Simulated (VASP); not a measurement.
# RbTaAs2 (P6/mmm) in VASP: further runs

RbTaAs2 is run at these levels: PBE; tasks: single point, relaxation of cell and atoms.

Program: VASP 6.6.1. These are calculated values, not measurements. Logs are shortened: lines on timing, memory, paths and dates and some standing lists are left out, and cuts for length are marked.

## (1) The cell of the first run

The structure is hexagonal, space group P6/mmm (No. 191). The conventional cell has a = 4.800 Å, b = 4.800 Å, c = 6.352 Å, α = 90.00°, β = 90.00°, γ = 120.00°. Rb (site symmetry 6/mmm) has 6 As at 2.77 Å and 2 Ta at 3.18 Å within 3.7 Å. Ta (site symmetry 6/mmm) has 2 Rb at 3.18 Å and 12 As at 4.21 Å within 4.3 Å. As (site symmetry -6m2) has 3 As at 2.77 Å and 3 Rb at 2.77 Å within 3.7 Å.

The cell was built from a structure type or drawn by symmetry, and may not be a known phase.

## (2) Single point, PBE

INCAR reads:

```
PREC     = Accurate       # precision mode
ENCUT    = 520            # plane-wave cutoff, eV
EDIFF    = 1E-6           # SCF threshold, eV
ISMEAR   = 0              # smearing method
SIGMA    = 0.1            # smearing width, eV
LREAL    = False          # projectors in reciprocal space
LASPH    = True           # aspherical terms in the spheres
NELM     = 80             # most SCF steps
ALGO     = Normal         # electronic algorithm
ISIF     = 2              # what is computed and relaxed
LWAVE    = False          # write WAVECAR
LCHARG   = True           # write CHGCAR
GGA      = PE             # functional
LELF     = True           # ELF
LVHAR    = True         
NBANDS   = 23             # bands
```

KPOINTS reads:

```
regular mesh
0
Gamma
  6 6 4
```

POSCAR reads:

```
RbTaAs2
1.0
    4.7996427300      0.0000000000      0.0000000000
   -2.3998213700      4.1566125400      0.0000000000
    0.0000000000      0.0000000000      6.3516876000
Rb Ta As
1 1 2
Direct
    0.0000000000      0.0000000000      0.0000000000
    0.0000000000      0.0000000000      0.5000000000
    0.3333333300      0.6666666700      0.0000000000
    0.6666666700      0.3333333300      0.0000000000
```

Potentials or basis: VASP PAW PBE potentials, release 64 (Rb_sv, Ta_pv, As).

Started as:

```
cat potpaw_PBE.64/Rb_sv/POTCAR potpaw_PBE.64/Ta_pv/POTCAR potpaw_PBE.64/As/POTCAR > POTCAR
mpirun -np 1 vasp_std > vasp.out
```

OUTCAR:

```text
PREC = Accurate
   ENCUT = 520
   EDIFF = 1E-6
   ISMEAR = 0
   LREAL = False
   LASPH = True
   NELM = 80
   ISIF = 2
   GGA = PE

 ion  position               nearest neighbor table
   1  0.000  0.000  0.000-   3 2.77   4 2.77   4 2.77   3 2.77   4 2.77   3 2.77   2 3.18   2 3.18

   2  0.000  0.000  0.500-   1 3.18   1 3.18
   3  0.333  0.667  0.000-   4 2.77   1 2.77   4 2.77   1 2.77   1 2.77   4 2.77
   4  0.667  0.333  0.000-   3 2.77   1 2.77   3 2.77   1 2.77   1 2.77   3 2.77

  LATTYP: Found a hexagonal cell.
 ALAT       =     4.7996427300
 C/A-ratio  =     1.3233667498

  Lattice vectors:

 A1 = (   4.7996427300,   0.0000000000,   0.0000000000)
 A2 = (  -2.3998213700,   4.1566125400,   0.0000000000)
 A3 = (   0.0000000000,   0.0000000000,   6.3516876000)

Analysis of symmetry for initial positions (statically):
=====================================================================
 Subroutine PRICEL returns:
 Original cell was already a primitive cell.

 Routine SETGRP: Setting up the symmetry group for a
 hexagonal supercell.

 Subroutine GETGRP returns: Found 24 space group operations
 (whereof 24 operations were pure point group operations)
 out of a pool of 24 trial point group operations.

The static configuration has the point symmetry D_6h.

Analysis of symmetry for dynamics (positions and initial velocities):
=====================================================================
 Subroutine PRICEL returns:
 Original cell was already a primitive cell.

 Routine SETGRP: Setting up the symmetry group for a
 hexagonal supercell.

 Subroutine GETGRP returns: Found 24 space group operations
 (whereof 24 operations were pure point group operations)
 out of a pool of 24 trial point group operations.

The dynamic configuration has the point symmetry D_6h.

 Subroutine INISYM returns: Found 24 space group operations
 (whereof 24 operations are pure point group operations),
 and found     1 'primitive' translations

----------------------------------------------------------------------------------------

                                     Primitive cell

  volume of cell :     126.7178

  direct lattice vectors                    reciprocal lattice vectors
     4.799642730  0.000000000  0.000000000     0.208348841  0.120290259  0.000000000
    -2.399821370  4.156612540  0.000000000     0.000000000  0.240580518  0.000000000
     0.000000000  0.000000000  6.351687600     0.000000000  0.000000000  0.157438474

  length of vectors
     4.799642730  4.799642738  6.351687600     0.240580519  0.240580518  0.157438474

  position of ions in fractional coordinates (direct lattice)
     0.000000000  0.000000000  0.000000000
     0.000000000  0.000000000  0.500000000
     0.333333330  0.666666670  0.000000000
     0.666666670  0.333333330  0.000000000

  ion indices of the primitive-cell ions
   primitive index   ion index
                 1           1
                 2           2
                 3           3
                 4           4

----------------------------------------------------------------------------------------

 KPOINTS: regular mesh

Automatic generation of k-mesh.
 Grid dimensions read from file:
 generate k-points for:    6    6    4

 Generating k-lattice:

  Cartesian coordinates                     Fractional coordinates (reciprocal lattice)
     0.034724807  0.020048377  0.000000000     0.166666667  0.000000000  0.000000000
     0.000000000  0.040096753  0.000000000     0.000000000  0.166666667  0.000000000
     0.000000000  0.000000000  0.039359618     0.000000000  0.000000000  0.250000000

  Length of vectors
     0.040096753  0.040096753  0.039359618

  Shift w.r.t. Gamma in fractional coordinates (k-lattice)
     0.000000000  0.000000000  0.000000000

 Subroutine IBZKPT returns following result:
 ===========================================

 Found     21 irreducible k-points:

 Following reciprocal coordinates:
            Coordinates               Weight
  0.000000  0.000000  0.000000      1.000000
  0.166667 -0.000000  0.000000      6.000000
  0.333333 -0.000000  0.000000      6.000000
  0.500000 -0.000000  0.000000      3.000000
  0.166667  0.166667  0.000000      6.000000
  0.333333  0.166667  0.000000     12.000000
[... 13 lines left out ...]
  0.333333  0.166667  0.500000     12.000000
  0.333333  0.333333  0.500000      2.000000
   k-points           NKPTS =     21   k-points in BZ     NKDIM =     21   number of bands    NBANDS=     23
   number of dos      NEDOS =    301   number of ions     NIONS =      4
   total plane-waves  NPLWV =  62208
   dimension x,y,z NGX =    36 NGY =   36 NGZ =   48
   dimension x,y,z NGXF=    72 NGYF=   72 NGZF=   96
   ions per type =               1   1   2
   NGX,Y,Z   is equivalent  to a cutoff of  12.47, 12.47, 12.56 a.u.
   NGXF,Y,Z  is equivalent  to a cutoff of  24.94, 24.94, 25.13 a.u.
 SYSTEM =  unknown system
   PREC   = accura    normal or accurate (medium, high low for compatibility)
   ISTART =      0    job   : 0-new  1-cont  2-samecut
   ICHARG =      2    charge: 1-file 2-atom 10-const
   ISPIN  =      1    spin polarized calculation?
   LNONCOLLINEAR =      F non collinear calculations
   LSORBIT =      F    spin-orbit coupling
   LASPH  =      T    aspherical Exc in radial PAW
   ENCUT  =  520.0 eV  38.22 Ry    6.18 a.u.   8.92  8.92 11.81*2*pi/ulx,y,z
   NELM   =     80;   NELMIN=  2; NELMDL= -5     # of ELM steps
   EDIFF  = 0.1E-05   stopping-criterion for ELM
   LREAL  =      F    real-space projection
   EDIFFG = 0.1E-04   stopping-criterion for IOM
   NSW    =      0    number of steps for IOM
   IBRION =     -1    ionic relax: 0-MD 1-quasi-New 2-CG
   NFREE  =      0    steps in history (QN), initial steepest desc. (CG)
   ISIF   =      2    stress and relaxation
   ISYM   =      2    0-nonsym 1-usesym 2-fastsym
   POTIM  = 0.5000    time-step for ionic-motion
   TEBEG  =    0.0;   TEEND  =   0.0 temperature during run
   PSTRESS=    0.0 pullay stress
   NELECT =      30.0000    total number of electrons
   NUPDOWN=      -1.0000    fix difference up-down
   EMIN   =  10.00;   EMAX   =-10.00  energy-range for DOS
   EFERMI =   0.00;   METHOD = LEGACY
   ISMEAR =     0;   SIGMA  =   0.10  broadening in eV -4-tet -1-fermi 0-gaus
   EFERMI_NEDOS =   21; number of points for ismear=-14 and -15
   IALGO  =     38    algorithm
   IMIX   =      4    mixing-type and parameters
     AMIX     =   0.40;   BMIX     =  1.00
     AMIX_MAG =   1.60;   BMIX_MAG =  1.00
  volume/ion in A,a.u.               =      31.68       213.78
  Fermi-wavevector in a.u.,A,eV,Ry     =   1.012751  1.913822 13.955017  1.025665
  Thomas-Fermi vector in A             =   2.145879
   LORBIT       =      0    0 simple, 1 ext, 2 COOP (PROOUT), +10 PAW based schemes
   GGA     = PE    functional components
   LHFCALC =     F    Hartree Fock is set to
   AEXX    =    0.0000 exact exchange contribution
   IVDW    =     0    specifies the selected vdW correction
   LEPSILON=     F    determine dielectric tensor
   LRPA    =     F    only Hartree local field effects (RPA)
 non-spin polarized calculation
 Gauss-broadening in eV      SIGMA  =   0.10
  energy-cutoff  :      520.00
  volume of cell :      126.72
 maximum number of plane-waves:      3438
 NGX is ok and might be reduce to    36
   NGX = 17   NGY = 17   NGZ = 23

 number of electron      29.9999998 magnetization

 Free energy of the ion-electron system (eV)
  ---------------------------------------------------
  ext. energy  EPLUGINS =         0.00000000
  ---------------------------------------------------
  free energy    TOTEN  =       -10.96895816 eV

  energy without entropy =      -10.90406731  energy(sigma->0) =      -10.93651274

 E-fermi :   2.1964     XC(G=0):  -8.7517

 val. band max:        2.1961117369   @ k =   0.0000   0.0000   0.0000
 cond. band min:       2.2032547638   @ k =   0.5000  -0.0000   0.2500
 fundamental gap:      0.0071430268
 Fermi energy:         2.1964262542

 k-point     1 :       0.0000    0.0000    0.0000
  band No.  band energies     occupation
      1     -33.7474      2.00000
      2     -33.7474      2.00000
      3     -33.5530      2.00000
      4     -25.1136      2.00000
      5     -10.2972      2.00000
      6      -9.8552      2.00000
[... 15 lines left out ...]
     22       7.7293      0.00000
     23       8.3172      0.00000

 k-point     2 :       0.1667   -0.0000    0.0000
  band No.  band energies     occupation
      1     -33.7478      2.00000
      2     -33.7475      2.00000
      3     -33.5529      2.00000
      4     -25.1057      2.00000
      5     -11.0061      2.00000
      6      -9.9169      2.00000
[... 15 lines left out ...]
     22       6.9889      0.00000
     23       7.2118      0.00000

 k-point     3 :       0.3333   -0.0000    0.0000
  band No.  band energies     occupation
      1     -33.7487      2.00000
      2     -33.7477      2.00000
      3     -33.5529      2.00000
      4     -25.0898      2.00000
      5     -11.5590      2.00000
      6     -10.0338      2.00000
[... 15 lines left out ...]
     22       4.7591      0.00000
     23       7.0134      0.00000

 k-point     4 :       0.5000   -0.0000    0.0000
  band No.  band energies     occupation
      1     -33.7491      2.00000
      2     -33.7478      2.00000
      3     -33.5528      2.00000
      4     -25.0818      2.00000
      5     -11.7465      2.00000
      6     -10.0893      2.00000
[... 15 lines left out ...]
     22       4.2586      0.00000
     23       6.9234      0.00000

 k-point     5 :       0.1667    0.1667    0.0000
  band No.  band energies     occupation
      1     -33.7484      2.00000
      2     -33.7477      2.00000
      3     -33.5529      2.00000
      4     -25.0938      2.00000
      5     -11.3963      2.00000
      6     -10.1829      2.00000
[... 356 lines left out ...]
 k-point    19 :       0.1667    0.1667    0.5000
  band No.  band energies     occupation
      1     -33.7484      2.00000
      2     -33.7477      2.00000
      3     -33.5535      2.00000
      4     -25.0888      2.00000
      5     -11.3966      2.00000
      6     -10.1858      2.00000
[... 15 lines left out ...]
     22       4.6684      0.00000
     23       5.5302      0.00000

 k-point    20 :       0.3333    0.1667    0.5000
  band No.  band energies     occupation
      1     -33.7489      2.00000
      2     -33.7480      2.00000
      3     -33.5534      2.00000
      4     -25.0768      2.00000
      5     -11.5945      2.00000
      6     -10.5446      2.00000
[... 15 lines left out ...]
     22       4.9922      0.00000
     23       5.2029      0.00000

 k-point    21 :       0.3333    0.3333    0.5000
  band No.  band energies     occupation
      1     -33.7486      2.00000
      2     -33.7486      2.00000
      3     -33.5534      2.00000
      4     -25.0728      2.00000
      5     -11.2354      2.00000
      6     -11.2354      2.00000
[... 15 lines left out ...]
     22       5.7622      0.00000
     23       5.7622      0.00000

------------------------ aborting loop because EDIFF is reached ----------------------------------------

  FORCE on cell =-STRESS in cart. coord.  units (eV):
  Direction    XX          YY          ZZ          XY          YZ          ZX
  --------------------------------------------------------------------------------------
  -------------------------------------------------------------------------------------
  Total        8.4495136      8.4495136     -0.2609617     -0.0000000      0.0000000     -0.0000000
  in kB      106.8328240    106.8328243     -3.2995120     -0.0000001      0.0000000     -0.0000000
  external PRESSURE =      70.1220454 kB  Pullay stress =       0.0000000 kB

 VOLUME and BASIS-vectors are now :
 -----------------------------------------------------------------------------
  energy-cutoff  :      520.00
  volume of cell :      126.72
      direct lattice vectors                 reciprocal lattice vectors
     4.799642730  0.000000000  0.000000000     0.208348841  0.120290259  0.000000000
    -2.399821370  4.156612540  0.000000000     0.000000000  0.240580518  0.000000000
     0.000000000  0.000000000  6.351687600     0.000000000  0.000000000  0.157438474

 POSITION                                       TOTAL-FORCE (eV/Angst)
 -----------------------------------------------------------------------------------
      0.00000      0.00000      0.00000         0.000000      0.000000      0.000000
      0.00000      0.00000      3.17584         0.000000      0.000000      0.000000
     -0.00000      2.77108      0.00000        -0.000000      0.000000      0.000000
      2.39982      1.38554      0.00000         0.000000      0.000000     -0.000000
 -----------------------------------------------------------------------------------
    total drift:                               -0.000000      0.000000     -0.000000

  FREE ENERGIE OF THE ION-ELECTRON SYSTEM (eV)
  ---------------------------------------------------
  free  energy   TOTEN  =       -10.9689581638 eV

  energy  without entropy=      -10.9040673086  energy(sigma->0) =      -10.93651274
```

Wall time 37 s (1 thread of Intel Xeon 6975P-C (Granite Rapids), shared host); peak memory 0.27 GiB.

What came out:

- Free energy: -10.9690 eV
- Pressure: 7.0 GPa
- Band gap on the k mesh: zero (bands 15 and 16 overlap by 0.36 eV)

Levels at points of the mesh, in eV from the Fermi level:
| k point | band 13 | band 14 | band 15 | band 16 | band 17 | band 18 |
| --- | --- | --- | --- | --- | --- | --- |
| (0.00, 0.00, 0.00) | -2.71 | -0.44 | 0.00 | 0.00 | 0.08 | 0.08 |
| (0.50, 0.00, 0.00) | -1.32 | -0.75 | -0.35 | -0.18 | 0.46 | 0.57 |
| (0.00, 0.00, 0.50) | -0.53 | -0.01 | -0.01 | 0.24 | 0.24 | 0.65 |
| (0.50, 0.00, 0.50) | -1.84 | -0.12 | 0.18 | 0.25 | 0.43 | 0.55 |

Caveat: the cell stands under pressure; spin-orbit coupling is left out, which moves the levels of the heavy elements.

## (3) Single point, PBE

This run uses another cell than the first one, of 35.71 Å³/atom.

INCAR reads:

```
SYSTEM = RbTaAs2
PREC = Accurate ; ENCUT = 520
EDIFF = 1E-6 ; ISMEAR = 0
SIGMA = 0.1 ; LREAL = .False.
LASPH = .True. ; NELM = 60
ALGO = Normal ; ISIF = 2
LWAVE = .False. ; LCHARG = .False.
GGA = PE ; NBANDS = 23
```

KPOINTS reads:

```
Automatic mesh
0
Gamma
  6 6 4
  0 0 0
```

POSCAR reads:

```
RbTaAs2
1.0
    5.2648824740      0.0000000032      0.0000000000
   -2.6324412397      4.5595219688      0.0000000000
    0.0000000000      0.0000000000      5.9500874607
Rb Ta As
1 1 2
Direct
    0.0000000000      0.0000000000      0.0000000000
    0.0000000000      0.0000000000      0.5000000000
    0.3333333333      0.6666666667      0.0000000000
    0.6666666667      0.3333333333      0.0000000000
```

Potentials or basis: VASP PAW PBE potentials, release 64 (Rb_sv, Ta_pv, As).

Started as:

```
cat potpaw_PBE.64/Rb_sv/POTCAR potpaw_PBE.64/Ta_pv/POTCAR potpaw_PBE.64/As/POTCAR > POTCAR
mpirun -np 1 vasp_std > vasp.out
```

It took 44 s on 1 thread of Intel Xeon 6975P-C (Granite Rapids), shared host; peak memory 0.3 GiB.

It converged, with:

- Free energy: -11.7073 eV
- Pressure: 0.0 GPa
- Band gap on the k mesh: zero (bands 15 and 16 overlap by 0.36 eV)

Levels at points of the mesh, in eV from the Fermi level:
```
           k point  band 13  band 14  band 15  band 16  band 17  band 18
(0.00, 0.00, 0.00)    -1.97    -0.38    -0.25    -0.25     0.18     0.18
(0.50, 0.00, 0.00)    -1.04    -0.44    -0.36    -0.22     0.23     0.33
(0.00, 0.00, 0.50)     0.02     0.02     0.08     0.08     0.30     0.69
(0.50, 0.00, 0.50)    -1.62    -0.02     0.01     0.24     0.37     0.78
```

Caveat: spin-orbit coupling is left out, which moves the levels of the heavy elements.

## (4) Relaxation of cell and atoms, PBE

INCAR reads:

```
ALGO = Normal
EDIFF = 1E-7
EDIFFG = -0.04
ENCUT = 600
GGA = PE
IBRION = 2
ISIF = 3
ISMEAR = 0
LASPH = T
LCHARG = F
LREAL = F
LWAVE = F
NELM = 60
NSW = 90
PREC = Accurate
SIGMA = 0.1
```

KPOINTS reads:

```
k-points
0
Gamma
  6 6 4
```

POSCAR reads:

```
RbTaAs2
1.0
    4.7996427300      0.0000000000      0.0000000000
   -2.3998213700      4.1566125400      0.0000000000
    0.0000000000      0.0000000000      6.3516876000
Rb Ta As
1 1 2
Direct
    0.0000000000      0.0000000000      0.0000000000
    0.0000000000      0.0000000000      0.5000000000
    0.3333333300      0.6666666700      0.0000000000
    0.6666666700      0.3333333300      0.0000000000
```

Started as:

```
cat potpaw_PBE.64/Rb_sv/POTCAR potpaw_PBE.64/Ta_pv/POTCAR potpaw_PBE.64/As/POTCAR > POTCAR
mpirun -np 1 vasp_std > vasp.out
```

It took 11 min on 1 thread of Intel Xeon 6975P-C (Granite Rapids), shared host; peak memory 0.34 GiB.

Results (log left out):

```yaml
Free_energy: -11.7067 eV
Relaxed_volume: 35.60 Å³/atom
Relaxed_cell: a = 5.265 Å, b = 5.265 Å, c = 5.931 Å, α = 90.00°, β = 90.00°, γ = 120.00°
Space_group_after_relaxing_to_0.1_Å: P6/mmm (No. 191)
Energy_gained_by_relaxing: 184.4 meV/atom
Ionic_steps: 12
Pressure_after_relaxing: 0.0 GPa
Band_gap_on_the_k_mesh: zero (bands 15 and 16 overlap by 0.37 eV)
```

The path:
```tsv
step	energy change (eV)	largest force (eV/Å)	pressure (GPa)	volume (Å³)
1	0.0000	0.0000	7.00	126.72
2	-0.7208	0.0000	-0.26	153.35
3	-0.7214	0.0000	-0.08	152.24
4	-0.7213	0.0000	-0.17	152.77
5	-0.7225	0.0000	-0.17	152.21
6	-0.7260	0.0000	-0.17	150.53
7	-0.7333	0.0000	-0.18	147.16
8	-0.7329	0.0000	-0.07	140.41
9	-0.7369	0.0000	-0.16	144.40
10	-0.7371	0.0000	-0.15	143.47
11	-0.7344	0.0000	0.39	139.85
12	-0.7377	0.0000	0.00	142.40
```

Final structure:
```
Rb Ta As
1.0
     5.26509    0.00000    0.00000
    -2.63255    4.55970    0.00000
     0.00000    0.00000    5.93143
Rb Ta As
1 1 2
Direct
  0.00000 0.00000 0.00000
  0.00000 0.00000 0.50000
  0.33333 0.66667 0.00000
  0.66667 0.33333 0.00000
```

Levels at points of the mesh, in eV from the Fermi level:
| k point | band 13 | band 14 | band 15 | band 16 | band 17 | band 18 |
| --- | --- | --- | --- | --- | --- | --- |
| (0.00, 0.00, 0.00) | -1.97 | -0.38 | -0.26 | -0.26 | 0.19 | 0.19 |
| (0.50, 0.00, 0.00) | -1.04 | -0.44 | -0.37 | -0.22 | 0.23 | 0.33 |
| (0.00, 0.00, 0.50) | 0.02 | 0.02 | 0.08 | 0.08 | 0.32 | 0.68 |
| (0.50, 0.00, 0.50) | -1.62 | -0.02 | 0.01 | 0.24 | 0.37 | 0.79 |

Caveat: spin-orbit coupling is left out, which moves the levels of the heavy elements.

(Part 1 of 2 ends here.)
